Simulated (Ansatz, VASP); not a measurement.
# WSe in VASP and in Ansatz

File INCAR:

```
SYSTEM = WSe
PREC = Accurate ; ENCUT = 520
EDIFF = 1E-6 ; ISMEAR = 0
SIGMA = 0.1 ; LREAL = .False.
LASPH = .True. ; NELM = 150
ALGO = Normal ; ISIF = 2
LWAVE = .False. ; LCHARG = .False.
ISPIN = 2 ; MAGMOM = 1 0
LORBIT = 11 ; LMAXMIX = 4
LDAU = .True. ; LDAUTYPE = 2
LDAUL = 2 -1 ; LDAUU = 6.2 0
LDAUJ = 0 0 ; LDAUPRINT = 1
GGA = PE ; NBANDS = 21
```

The input KPOINTS:

```
regular mesh
0
Gamma
  12 12 12
  0 0 0
```

Contents of POSCAR:

```
WSe
1.0
    3.5486714783      0.0000000000      0.0000000000
    0.0000000000      3.5486714783      0.0000000000
    0.0000000000      0.0000000000      3.5486714783
W Se
1 1
Direct
    0.0000000000      0.0000000000      0.0000000000
    0.5000000000      0.5000000000      0.5000000000
```

Input for Ansatz:

```yaml
crystal:
  lattice:
    - [3.5486714803, 0.0, 0.0]
    - [0.0, 3.5486714803, 0.0]
    - [0.0, 0.0, 3.5486714803]
  atoms:
    - { symbol: W, position: [0.0, 0.0, 0.0], spin: 1.0 }
    - { symbol: Se, position: [0.5, 0.5, 0.5] }
basis:
  ecutwfc: 420
kpoints:
  mp_grid: { grid: [12, 12, 12] }
hamiltonian:
  xc: pbe
  hubbard: { sites: [{ species: W, l: d, u_eff: 6.2 }] }
scf:
  occupations: { method: gaussian, width: 0.1 }
output:
  forces: true
  stress: true
  eigenvalues: true
  populations: true
magnetization:
  spin_polarized: true
```

Alike in both runs: task single point; functional PBE; k mesh 12 × 12 × 12; occupations gaussian, width 0.1 eV; collinear spin; Hubbard terms W d U = 6.2 eV.

```csv
,VASP,Ansatz
version,VASP 6.6.1,Ansatz 0.2.0
potentials or method,"VASP PAW PBE potentials, release 64 (W_sv, Se), cutoff 520 eV","scalar-relativistic, plane waves, PAW"
valence electrons in the cell,20,30
```

```csv
,VASP,Ansatz,Ansatz less VASP
gap on the k mesh at the Fermi level (eV),none,none,-
pressure (GPa),-15.3,0.0,+15.36
net moment per atom (μB),1.31,2.00,+0.685
size of the moment on the site where the two differ most (μB),2.37,3.56,+1.190
```

The net moments are unlike, so the other rows may belong to different states. Site moments also hang on the region over which each program counts them. The programs project onto different local orbitals, so the same U acts differently, and such runs can settle in different states. A gap of «none» marks a metal or a gap that the smearing closes. VASP's potentials hold 20 valence electrons a cell and Ansatz's 30, so a difference there can come from the potentials and not from the codes. Ansatz's warnings: filled band counts differ across k points.

Spin-orbit coupling is off throughout.
